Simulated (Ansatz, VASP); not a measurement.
**Two plane-wave programs on TaCdAs**

The input INCAR:

```
SYSTEM = TaCdAs
  PREC = Accurate
  ENCUT = 520
  EDIFF = 1E-7
  ISMEAR = 1
  SIGMA = 0.0367
  LREAL = .False.
  LASPH = .True.
  NELM = 60
  ALGO = Normal
  ISIF = 2
  LWAVE = .False.
  LCHARG = .True.
  GGA = PE
  LELF = .True.
  LVHAR = .True.
  NBANDS = 37
```

File KPOINTS:

```
regular mesh
0
Gamma
  6 6 4
  0 0 0
```

The input POSCAR:

```
TaCdAs
1.0
    4.0271420000      0.0000000000      0.0000000000
    0.0000000000      4.0271420000      0.0000000000
    0.0000000000      0.0000000000      7.0144990000
Cd Ta As
2 2 2
Direct
    0.0000000000      0.5000000000      0.3510000000
    0.5000000000      0.0000000000      0.6490000000
    0.0000000000      0.0000000000      0.0000000000
    0.5000000000      0.5000000000      0.0000000000
    0.0000000000      0.5000000000      0.7270000000
    0.5000000000      0.0000000000      0.2730000000
```

Input for Ansatz:

```yaml
crystal:
  lattice:
    - [4.027142, 0.0, 0.0]
    - [0.0, 4.027142, 0.0]
    - [0.0, 0.0, 7.014499]
  atoms:
    - { symbol: Cd, position: [0.0, 0.5, 0.351] }
    - { symbol: Cd, position: [0.5, 0.0, 0.649] }
    - { symbol: Ta, position: [0.0, 0.0, 0.0] }
    - { symbol: Ta, position: [0.5, 0.5, 0.0] }
    - { symbol: As, position: [0.0, 0.5, 0.727] }
    - { symbol: As, position: [0.5, 0.0, 0.273] }
  symmetry: { tolerance: 0.0003 }
kpoints:
  mp_grid: { grid: [6, 6, 4], shift: [0, 0, 0] }
  band_path:
    path:
      - [0.0, 0.0, 0.0]
      - [0.0, 0.5, 0.0]
      - [0.5, 0.5, 0.0]
      - [0.0, 0.0, 0.0]
      - [0.0, 0.0, 0.5]
      - [0.0, 0.5, 0.5]
      - [0.5, 0.5, 0.5]
      - [0.0, 0.0, 0.5]
      - [0.0, 0.5, 0.0]
      - [0.0, 0.5, 0.5]
      - [0.5, 0.5, 0.0]
    npoints: 6
magnetization:
  spin_polarized: false
scf:
  occupations: { method: methfessel_paxton, width: 0.0367 }
  lower_state_search: "off"
  max_iter: 200
hamiltonian:
  pseudopotentials: { kind: paw }
  xc: pbe
basis:
  ecutwfc: 420
  fft_grid_basis: typed
output:
  forces: true
  stress: true
  eigenvalues: true
  bader: true
  populations: true
  elf: true
  write_potential: true
  volumetric_format: npy
  dos:
    e_range: [-12, 8]
    de: 0.05
    projected: { site_lists: { As: [As], Cd: [Cd], Ta: [Ta] } }
checkpoint:
  read: saved_state
```

Alike in both runs: task single point; functional PBE; k mesh 6 × 6 × 4; occupations methfessel-paxton of order 1, width 0.0367 eV; no spin polarisation.

```csv
,VASP,Ansatz
version,VASP 6.6.1,Ansatz 0.2.0
potentials or method,"VASP PAW PBE potentials, release 64 (Cd, Ta_pv, As), cutoff 520 eV",PAW plane waves
valence electrons in the cell,56,96
```

Ansatz gave:

* pressure (GPa): 5.3
* traceless stress, the component that is largest in VASP (GPa): -6.37
* rms of the force components (eV/Å): 0.438

What did VASP give for the same quantities?

Pressure (GPa): 5.7; traceless stress, the component that is largest in VASP (GPa): -6.31; rms of the force components (eV/Å): 0.443.

Atom by atom the forces differ by 0.005 eV/Å (rms over components). VASP's potentials hold 56 valence electrons a cell and Ansatz's 96, so a difference there can come from the potentials and not from the codes.

Spin-orbit coupling is off throughout.
